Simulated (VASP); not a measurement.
# Ge (Fd-3m) in VASP: further runs

The runs below take Ge through single point, with r2SCANh, pbe exchange, pbesol correlation.

Program: VASP 6.6.1. These are calculated values, not measurements. Logs are shortened: lines on timing, memory, paths and dates and some standing lists are left out, and cuts for length are marked.

### Step 1. The cell of the first run

The structure is cubic, space group Fd-3m (No. 227). Conventional cell: a = 5.658 Å, b = 5.658 Å, c = 5.658 Å, α = 90.00°, β = 90.00°, γ = 90.00°. Within 3.2 Å of Ge (site symmetry -43m) lie 4 Ge at 2.45 Å.

### Step 2. Single point, r2SCANh

File POSCAR:

```
Ge
1.0
    0.0000000000      2.8289100000      2.8289100000
    2.8289100000      0.0000000000      2.8289100000
    2.8289100000      2.8289100000      0.0000000000
Ge
2
Direct
    0.7500000000      0.7500000000      0.7500000000
    0.5000000000      0.5000000000      0.5000000000
```

File INCAR.step1:

```
SYSTEM = Ge
ALGO = Normal
EDIFF = 1E-5
ENCUT = 520
GGA = PE
ISIF = 2
ISMEAR = -1
LASPH = .TRUE.
LCHARG = .FALSE.
LREAL = .FALSE.
LWAVE = .TRUE.
NBANDS = 21
NELM = 60
PREC = Accurate
SIGMA = 0.05
```

File INCAR.step2:

```
SYSTEM = Ge
AEXX = 0.1
ALGO = Normal
EDIFF = 1E-6
ENCUT = 520
ISIF = 2
ISMEAR = -1
ISTART = 1
LASPH = .TRUE.
LCHARG = .FALSE.
LHFCALC = .TRUE.
LMIXTAU = .TRUE.
LREAL = .FALSE.
LWAVE = .FALSE.
METAGGA = R2SCAN
NBANDS = 21
NELM = 60
PREC = Accurate
PRECFOCK = Normal
SIGMA = 0.05
```

File KPOINTS:

```
k-points
0
G
  4 4 4
  0 0 0
```

Potentials or basis: VASP PAW PBE potentials, release 64 (Ge_d).

Launch:

```sh
> cat potpaw_PBE.64/Ge_d/POTCAR > POTCAR
> cp INCAR.step1 INCAR
> mpirun -np 1 vasp_std > vasp.out
> cp INCAR.step2 INCAR
> mpirun -np 1 vasp_std > vasp.out
```

OUTCAR:

```text
SYSTEM = Ge
   AEXX = 0.1
   EDIFF = 1E-6
   ENCUT = 520
   ISIF = 2
   ISMEAR = -1
   ISTART = 1
   LASPH = .TRUE.
   LHFCALC = .TRUE.
   LREAL = .FALSE.
   METAGGA = R2SCAN
   NELM = 60
   PREC = Accurate
   PRECFOCK = Normal

 ion  position               nearest neighbor table
   1  0.750  0.750  0.750-   2 2.45   2 2.45   2 2.45   2 2.45
   2  0.500  0.500  0.500-   1 2.45   1 2.45   1 2.45   1 2.45

  LATTYP: Found a face centered cubic cell.
 ALAT       =     5.6578200000

  Lattice vectors:

 A1 = (   0.0000000000,   2.8289100000,   2.8289100000)
 A2 = (   2.8289100000,   0.0000000000,   2.8289100000)
 A3 = (   2.8289100000,   2.8289100000,   0.0000000000)

Analysis of symmetry for initial positions (statically):
=====================================================================
 Subroutine PRICEL returns:
 Original cell was already a primitive cell.

 Routine SETGRP: Setting up the symmetry group for a
 face centered cubic supercell.

 Subroutine GETGRP returns: Found 48 space group operations
 (whereof 24 operations were pure point group operations)
 out of a pool of 48 trial point group operations.

The static configuration has the point symmetry T_d .
 The point group associated with its full space group is O_h .

Analysis of symmetry for dynamics (positions and initial velocities):
=====================================================================
 Subroutine PRICEL returns:
 Original cell was already a primitive cell.

 Routine SETGRP: Setting up the symmetry group for a
 face centered cubic supercell.

 Subroutine GETGRP returns: Found 48 space group operations
 (whereof 24 operations were pure point group operations)
 out of a pool of 48 trial point group operations.

The dynamic configuration has the point symmetry T_d .
 The point group associated with its full space group is O_h .

 Subroutine INISYM returns: Found 48 space group operations
 (whereof 24 operations are pure point group operations),
 and found     1 'primitive' translations

----------------------------------------------------------------------------------------

                                     Primitive cell

  volume of cell :      45.2780

  direct lattice vectors                    reciprocal lattice vectors
     0.000000000  2.828910000  2.828910000    -0.176746521  0.176746521  0.176746521
     2.828910000  0.000000000  2.828910000     0.176746521 -0.176746521  0.176746521
     2.828910000  2.828910000  0.000000000     0.176746521  0.176746521 -0.176746521

  length of vectors
     4.000682889  4.000682889  4.000682889     0.306133954  0.306133954  0.306133954

  position of ions in fractional coordinates (direct lattice)
     0.750000000  0.750000000  0.750000000
     0.500000000  0.500000000  0.500000000

  ion indices of the primitive-cell ions
   primitive index   ion index
                 1           1
                 2           2

----------------------------------------------------------------------------------------

 KPOINTS: k-points

Automatic generation of k-mesh.
 Grid dimensions read from file:
 generate k-points for:    4    4    4

 Generating k-lattice:

  Cartesian coordinates                     Fractional coordinates (reciprocal lattice)
    -0.044186630  0.044186630  0.044186630     0.250000000  0.000000000  0.000000000
     0.044186630 -0.044186630  0.044186630     0.000000000  0.250000000  0.000000000
     0.044186630  0.044186630 -0.044186630     0.000000000  0.000000000  0.250000000

  Length of vectors
     0.076533488  0.076533488  0.076533488

  Shift w.r.t. Gamma in fractional coordinates (k-lattice)
     0.000000000  0.000000000  0.000000000

 Subroutine IBZKPT returns following result:
 ===========================================

 Found      8 irreducible k-points:

 Following reciprocal coordinates:
            Coordinates               Weight
  0.000000  0.000000  0.000000      1.000000
  0.250000  0.000000  0.000000      8.000000
  0.500000  0.000000  0.000000      4.000000
  0.250000  0.250000  0.000000      6.000000
  0.500000  0.250000  0.000000     24.000000
 -0.250000  0.250000  0.000000     12.000000
  0.500000  0.500000  0.000000      3.000000
 -0.250000  0.500000  0.250000      6.000000
   k-points           NKPTS =      8   k-points in BZ     NKDIM =     64   number of bands    NBANDS=     21
   number of dos      NEDOS =    301   number of ions     NIONS =      2
   total plane-waves  NPLWV =  27000
   dimension x,y,z NGX =    30 NGY =   30 NGZ =   30
   dimension x,y,z NGXF=    60 NGYF=   60 NGZF=   60
   ions per type =               2
   NGX,Y,Z   is equivalent  to a cutoff of  12.47, 12.47, 12.47 a.u.
   NGXF,Y,Z  is equivalent  to a cutoff of  24.93, 24.93, 24.93 a.u.
 SYSTEM =  Ge
   PREC   = accura    normal or accurate (medium, high low for compatibility)
   ISTART =      1    job   : 0-new  1-cont  2-samecut
   ICHARG =      0    charge: 1-file 2-atom 10-const
[... 43 lines left out ...]
   LEPSILON=     F    determine dielectric tensor
   LRPA    =     F    only Hartree local field effects (RPA)
 non-spin polarized calculation
  energy-cutoff  :      520.00
  volume of cell :       45.28
 maximum number of plane-waves:      1243
 NGX is ok and might be reduce to    30
  NGX = 24; NGY = 24; NGZ = 24

 number of electron      28.0000022 magnetization

 Free energy of the ion-electron system (eV)
  ---------------------------------------------------
  ext. energy  EPLUGINS =         0.00000000
  ---------------------------------------------------
  free energy    TOTEN  =       -26.81954448 eV

  energy without entropy =      -26.81953406  energy(sigma->0) =      -26.81953927

 E-fermi :   5.0495     XC(G=0):  -9.8367

 val. band max:        4.5923750158   @ k =   0.0000   0.0000   0.0000
 cond. band min:       5.5275624338   @ k =   0.5000   0.0000   0.0000
 fundamental gap:      0.9351874180
 Fermi energy:         5.0494978907

 k-point     1 :       0.0000    0.0000    0.0000
  band No.  band energies     occupation
      1     -22.0983      2.00000
      2     -22.0983      2.00000
      3     -22.0983      2.00000
      4     -22.0598      2.00000
      5     -22.0598      2.00000
      6     -21.8448      2.00000
[... 13 lines left out ...]
     20      15.1006      0.00000
     21      15.1007      0.00000

 k-point     2 :       0.2500    0.0000    0.0000
  band No.  band energies     occupation
      1     -22.1173      2.00000
      2     -22.1173      2.00000
      3     -22.0897      2.00000
      4     -22.0298      2.00000
      5     -22.0298      2.00000
      6     -21.8671      2.00000
[... 13 lines left out ...]
     20      13.9438      0.00000
     21      13.9438      0.00000

 k-point     3 :       0.5000    0.0000    0.0000
  band No.  band energies     occupation
      1     -22.1238      2.00000
      2     -22.1238      2.00000
      3     -22.0807      2.00000
      4     -22.0161      2.00000
      5     -22.0161      2.00000
      6     -21.8743      2.00000
[... 13 lines left out ...]
     20      17.0955      0.00000
     21      17.1728      0.00000

 k-point     4 :       0.2500    0.2500    0.0000
  band No.  band energies     occupation
      1     -22.1174      2.00000
      2     -22.1174      2.00000
      3     -22.1052      2.00000
      4     -22.0238      2.00000
      5     -21.9874      2.00000
      6     -21.9331      2.00000
[... 13 lines left out ...]
     20      15.9911      0.00000
     21      16.2372      0.00000

 k-point     5 :       0.5000    0.2500    0.0000
  band No.  band energies     occupation
      1     -22.1458      2.00000
      2     -22.1301      2.00000
      3     -22.0599      2.00000
      4     -21.9874      2.00000
      5     -21.9683      2.00000
      6     -21.9493      2.00000
[... 13 lines left out ...]
     20      17.2267      0.00000
     21      17.7443      0.00000

 k-point     6 :      -0.2500    0.2500    0.0000
  band No.  band energies     occupation
      1     -22.1407      2.00000
      2     -22.1331      2.00000
      3     -22.0535      2.00000
      4     -22.0135      2.00000
      5     -21.9843      2.00000
      6     -21.9101      2.00000
[... 13 lines left out ...]
     20      15.2508      0.00000
     21      17.8322      0.00000

 k-point     7 :       0.5000    0.5000    0.0000
  band No.  band energies     occupation
      1     -22.1336      2.00000
      2     -22.1336      2.00000
      3     -22.0454      2.00000
      4     -22.0454      2.00000
      5     -21.9390      2.00000
      6     -21.9390      2.00000
[... 13 lines left out ...]
     20      17.6100      0.00000
     21      18.7247      0.00000

 k-point     8 :      -0.2500    0.5000    0.2500
  band No.  band energies     occupation
      1     -22.1481      2.00000
      2     -22.1480      2.00000
      3     -22.0012      2.00000
      4     -22.0012      2.00000
      5     -21.9479      2.00000
      6     -21.9479      2.00000
[... 13 lines left out ...]
     20      16.9516      0.00000
     21      18.9678      0.00000

------------------------ aborting loop because EDIFF is reached ----------------------------------------

  FORCE on cell =-STRESS in cart. coord.  units (eV):
  Direction    XX          YY          ZZ          XY          YZ          ZX
  --------------------------------------------------------------------------------------
  -------------------------------------------------------------------------------------
  Total        0.0419298      0.0419298      0.0419298      0.0000000      0.0000000      0.0000000
  in kB        1.4837009      1.4837009      1.4837009      0.0000000      0.0000000      0.0000000
  external PRESSURE =       1.4837009 kB  Pullay stress =       0.0000000 kB

 VOLUME and BASIS-vectors are now :
 -----------------------------------------------------------------------------
  energy-cutoff  :      520.00
  volume of cell :       45.28
      direct lattice vectors                 reciprocal lattice vectors
     0.000000000  2.828910000  2.828910000    -0.176746521  0.176746521  0.176746521
     2.828910000  0.000000000  2.828910000     0.176746521 -0.176746521  0.176746521
     2.828910000  2.828910000  0.000000000     0.176746521  0.176746521 -0.176746521

 POSITION                                       TOTAL-FORCE (eV/Angst)
 -----------------------------------------------------------------------------------
      4.24336      4.24336      4.24336        -0.000000     -0.000000     -0.000000
      2.82891      2.82891      2.82891         0.000000      0.000000      0.000000
 -----------------------------------------------------------------------------------
    total drift:                                0.000005     -0.000001     -0.000000

  FREE ENERGIE OF THE ION-ELECTRON SYSTEM (eV)
  ---------------------------------------------------
  free  energy   TOTEN  =       -26.8195444780 eV

  energy  without entropy=      -26.8195340633  energy(sigma->0) =      -26.81953927
```

Run time: 31 min. Hardware: 1 thread of AMD EPYC 7R43 (Zen 3), shared host; peak memory 0.14 GiB.

What came out:

- Free energy: -26.8195 eV
- Pressure: 0.1 GPa
- Band gap on the k mesh: 0.94 eV (least direct gap 0.96 eV)

Caveat: the k points lie up to 0.48 Å⁻¹ apart; the PAW data sets were made with another functional, which shifts forces and pressure a little. A k mesh can miss the band edges.

### Step 3. Single point, pbe exchange, pbesol correlation, collinear spin (21.28 Å³/atom)

This run uses another cell than the first one, of 21.28 Å³/atom.

File INCAR:

```
SYSTEM = Ge
PREC = Accurate ; ENCUT = 500
EDIFF = 1E-6 ; ISMEAR = 0
SIGMA = 0.15 ; LREAL = .False.
LASPH = .True. ; NELM = 200
ALGO = Normal ; ISIF = 2
LWAVE = .False. ; LCHARG = .True.
ISPIN = 2 ; MAGMOM = 0.5 -0.5
LORBIT = 11 ; GGA = LIBXC
LIBXC1 = GGA_X_PBE ; LIBXC2 = GGA_C_PBE_SOL
LELF = .True. ; LVHAR = .True.
NBANDS = 25 ; GGA_COMPAT = .False.
```

File KPOINTS:

```
Automatic mesh
0
Gamma
  8 8 8
  0 0 0
```

File POSCAR:

```
Ge
1.0
    0.0000000000      2.7711609388      2.7711609388
    2.7711609388      0.0000000000      2.7711609388
    2.7711609388      2.7711609388      0.0000000000
Ge
2
Direct
    0.7500000000      0.7500000000      0.7500000000
    0.5000000000      0.5000000000      0.5000000000
```

Potentials or basis: VASP PAW PBE potentials, release 64 (Ge_d).

Launch:

```sh
> cat potpaw_PBE.64/Ge_d/POTCAR > POTCAR
> mpirun -np 1 vasp_std > vasp.out
```

Run time: 31 s. Hardware: 1 thread of Intel Xeon 6975P-C (Granite Rapids), shared host; peak memory 0.2 GiB.

Results (log left out):

```yaml
Free_energy: -8.7332 eV
Pressure: 9.6 GPa
Band_gap_on_the_k_mesh: 0.36 eV (least direct gap 0.53 eV)
Net_moment: 0.00 μB per cell
Valence_electrons_inside_the_program's_atomic_spheres: Ge 12.50
```

Levels at points of the mesh, in eV from the valence-band top:
Spin up:
```
           k point  band 10  band 11  band 12  band 13  band 14  band 15  band 16  band 17  band 18  band 19
(0.00, 0.00, 0.00)   -24.64   -13.27     0.00     0.00     0.00     0.53     2.59     2.59     2.59     6.64
(0.50, 0.00, 0.00)   -24.61   -11.03    -7.90    -1.50    -1.50     0.36     3.80     3.80     7.22    11.01
(0.50, 0.50, 0.00)   -24.59    -9.15    -9.15    -3.29    -3.29     0.71     0.71    10.01    10.01    12.24
```
Spin down:
| k point | band 12 | band 13 | band 14 | band 15 | band 16 | band 17 |
| --- | --- | --- | --- | --- | --- | --- |
| (0.00, 0.00, 0.00) | 0.00 | 0.00 | 0.00 | 0.53 | 2.59 | 2.59 |
| (0.50, 0.00, 0.00) | -7.90 | -1.50 | -1.50 | 0.36 | 3.80 | 3.80 |
| (0.50, 0.50, 0.00) | -9.15 | -3.29 | -3.29 | 0.71 | 0.71 | 10.01 |

Caveat: the cell stands under pressure; the PAW data sets were made with another functional, which shifts forces and pressure a little. A k mesh can miss the band edges.

### Step 4. Single point, pbe exchange, pbesol correlation, collinear spin (21.73 Å³/atom)

This run uses another cell than the first one, of 21.73 Å³/atom.

File INCAR:

```
SYSTEM = Ge
ALGO = Normal ; EDIFF = 1E-6
ENCUT = 500 ; GGA = LIBXC
GGA_COMPAT = .FALSE. ; ISIF = 2
ISMEAR = 0 ; ISPIN = 2
LASPH = .TRUE. ; LCHARG = .TRUE.
LELF = .TRUE. ; LIBXC1 = GGA_X_PBE
LIBXC2 = GGA_C_PBE_SOL ; LORBIT = 11
LREAL = .FALSE. ; LVHAR = .TRUE.
LWAVE = .FALSE. ; MAGMOM = 0.5 -0.5
NBANDS = 25 ; NELM = 200
PREC = Accurate ; SIGMA = 0.15
```

File KPOINTS:

```
k-points
0
G
  8 8 8
  0 0 0
```

File POSCAR:

```
Ge
1.0
    0.0000000000      2.7906767997      2.7906767997
    2.7906767997      0.0000000000      2.7906767997
    2.7906767997      2.7906767997      0.0000000000
Ge
2
Direct
    0.7500000000      0.7500000000      0.7500000000
    0.5000000000      0.5000000000      0.5000000000
```

Launch:

```sh
> cat potpaw_PBE.64/Ge_d/POTCAR > POTCAR
> mpirun -np 1 vasp_std > vasp.out
```

Run time: 31 s. Hardware: 1 thread of Intel Xeon 6975P-C (Granite Rapids), shared host; peak memory 0.2 GiB.

It converged, with:

```yaml
Free_energy: -8.7825 eV
Pressure: 7.6 GPa
Band_gap_on_the_k_mesh: 0.29 eV (least direct gap 0.33 eV)
Net_moment: 0.00 μB per cell
Valence_electrons_inside_the_program's_atomic_spheres: Ge 12.47
```

Levels at points of the mesh, in eV from the valence-band top:
Spin up:
```tsv
k point	band 10	band 11	band 12	band 13	band 14	band 15	band 16	band 17	band 18	band 19
(0.00, 0.00, 0.00)	-24.62	-13.10	0.00	0.00	0.00	0.33	2.58	2.58	2.58	6.59
(0.50, 0.00, 0.00)	-24.59	-10.92	-7.79	-1.47	-1.47	0.29	3.79	3.79	7.22	10.87
(0.50, 0.50, 0.00)	-24.58	-9.06	-9.06	-3.21	-3.21	0.73	0.73	9.83	9.83	12.02
```
Spin down:
```csv
k point,band 10,band 11,band 12,band 13,band 14,band 15,band 16,band 17,band 18,band 19
"(0.00, 0.00, 0.00)",-24.62,-13.10,0.00,0.00,0.00,0.33,2.58,2.58,2.58,6.59
"(0.50, 0.00, 0.00)",-24.59,-10.92,-7.79,-1.47,-1.47,0.29,3.79,3.79,7.22,10.87
"(0.50, 0.50, 0.00)",-24.58,-9.06,-9.06,-3.21,-3.21,0.73,0.73,9.83,9.83,12.02
```

Caveat: the cell stands under pressure; the PAW data sets were made with another functional, which shifts forces and pressure a little. A k mesh can miss the band edges.

### Step 5. Single point, pbe exchange, pbesol correlation, collinear spin (22.19 Å³/atom)

This run uses another cell than the first one, of 22.19 Å³/atom.

File INCAR:

```
SYSTEM = Ge
  PREC = Accurate
  ENCUT = 500
  EDIFF = 1E-6
  ISMEAR = 0
  SIGMA = 0.15
  LREAL = .FALSE.
  LASPH = .TRUE.
  NELM = 200
  ALGO = Normal
  ISIF = 2
  LWAVE = .FALSE.
  LCHARG = .FALSE.
  ISPIN = 2
  MAGMOM = 0.5 -0.5
  LORBIT = 11
  GGA = LIBXC
  LIBXC1 = GGA_X_PBE
  LIBXC2 = GGA_C_PBE_SOL
  NBANDS = 25
  GGA_COMPAT = .FALSE.
```

File KPOINTS:

```
Automatic mesh
0
G
  8 8 8
  0 0 0
```

File POSCAR:

```
Ge
1.0
    0.0000000000      2.8099234548      2.8099234548
    2.8099234548      0.0000000000      2.8099234548
    2.8099234548      2.8099234548      0.0000000000
Ge
2
Direct
    0.7500000000      0.7500000000      0.7500000000
    0.5000000000      0.5000000000      0.5000000000
```

Launch:

```sh
> cat potpaw_PBE.64/Ge_d/POTCAR > POTCAR
> mpirun -np 1 vasp_std > vasp.out
```

It took 28 s on 1 thread of Intel Xeon 6975P-C (Granite Rapids), shared host; peak memory 0.2 GiB.

The run converged. Its results:

| Property | Result |
| --- | --- |
| Free energy | -8.8210 eV |
| Pressure | 5.8 GPa |
| Band gap on the k mesh | 0.14 eV |
| Net moment | 0.00 μB per cell |
| Valence electrons inside the program's atomic spheres | Ge 12.45 |

Levels at points of the mesh, in eV from the valence-band top:
Spin up:
| k point | band 10 | band 11 | band 12 | band 13 | band 14 | band 15 | band 16 | band 17 | band 18 | band 19 |
| --- | --- | --- | --- | --- | --- | --- | --- | --- | --- | --- |
| (0.00, 0.00, 0.00) | -24.60 | -12.94 | 0.00 | 0.00 | 0.00 | 0.14 | 2.57 | 2.57 | 2.57 | 6.54 |
| (0.50, 0.00, 0.00) | -24.57 | -10.81 | -7.69 | -1.43 | -1.43 | 0.23 | 3.78 | 3.78 | 7.21 | 10.73 |
| (0.50, 0.50, 0.00) | -24.56 | -8.98 | -8.98 | -3.13 | -3.13 | 0.76 | 0.76 | 9.65 | 9.65 | 11.81 |
Spin down:
```csv
k point,band 12,band 13,band 14,band 15,band 16,band 17
"(0.00, 0.00, 0.00)",0.00,0.00,0.00,0.14,2.57,2.57
"(0.50, 0.00, 0.00)",-7.69,-1.43,-1.43,0.23,3.78,3.78
"(0.50, 0.50, 0.00)",-8.98,-3.13,-3.13,0.76,0.76,9.65
```

Caveat: the cell stands under pressure; the PAW data sets were made with another functional, which shifts forces and pressure a little.

### Step 6. Overview

| level | spin | cell | k mesh | cutoff (eV) | smearing | grid for exact exchange (PRECFOCK) | share of exact exchange | gap on the mesh (eV) | pressure (GPa) | moment (μB) |
| --- | --- | --- | --- | --- | --- | --- | --- | --- | --- | --- |
| r2SCANh | off | a = 4.001 Å, angles 60.0°, 2 atoms | 4 × 4 × 4 | 520 | fermi-dirac 0.05 eV | Normal | 0.1 | 0.94 | 0.1 | - |
| pbe exchange, pbesol correlation | collinear | a = 3.919 Å, angles 60.0°, 2 atoms | 8 × 8 × 8 | 500 | gaussian 0.15 eV | - | - | 0.36 | 9.6 | 0.00 |
| pbe exchange, pbesol correlation | collinear | a = 3.947 Å, angles 60.0°, 2 atoms | 8 × 8 × 8 | 500 | gaussian 0.15 eV | - | - | 0.29 | 7.6 | 0.00 |
| pbe exchange, pbesol correlation | collinear | a = 3.974 Å, angles 60.0°, 2 atoms | 8 × 8 × 8 | 500 | gaussian 0.15 eV | - | - | 0.14 | 5.8 | 0.00 |

Alike in all rows: task single point; potentials or basis VASP PAW PBE potentials, release 64 (Ge_d).

Caveats: some runs use coarse meshes; the PAW data sets were made with another functional, which shifts forces and pressure a little; the cell stands under pressure (at least some runs).

Absolute energies hang on the potentials; compare differences alone.
